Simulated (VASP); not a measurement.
A run of VASP 6.6.1 is set up as follows.

File INCAR:

```
PREC = Accurate
ENCUT = 600
EDIFF = 1E-6
ISMEAR = 0
SIGMA = 0.02
LREAL = False
LASPH = True
NELM = 120
ALGO = Normal
ISIF = 2
LWAVE = False
LCHARG = False
GGA = PE
NBANDS = 11
GGA_COMPAT = False
```

File KPOINTS:

```
regular mesh
0
Gamma
  10 10 10
```

Contents of POSCAR:

```
MgO
1.0
    0.0000000000      2.1076805979      2.1076805979
    2.1076805979      0.0000000000      2.1076805979
    2.1076805979      2.1076805979      0.0000000000
Mg O
1 1
Direct
    0.0000000000      0.0000000000      0.0000000000
    0.5000000000      0.5000000000      0.5000000000
```

Potentials or basis: VASP PAW PBE potentials, release 64 (Mg, O).

Run with:

```sh
$ cat potpaw_PBE.64/Mg/POTCAR potpaw_PBE.64/O/POTCAR > POTCAR
$ mpirun -np 1 vasp_std > vasp.out
```

Task: Predict the band gap on the k mesh.

Result: 4.70 eV, direct.

Task: What does it give for the pressure?

Result: 3.3 GPa.

PBE gaps usually lie below the measured ones, often by a third to a half.
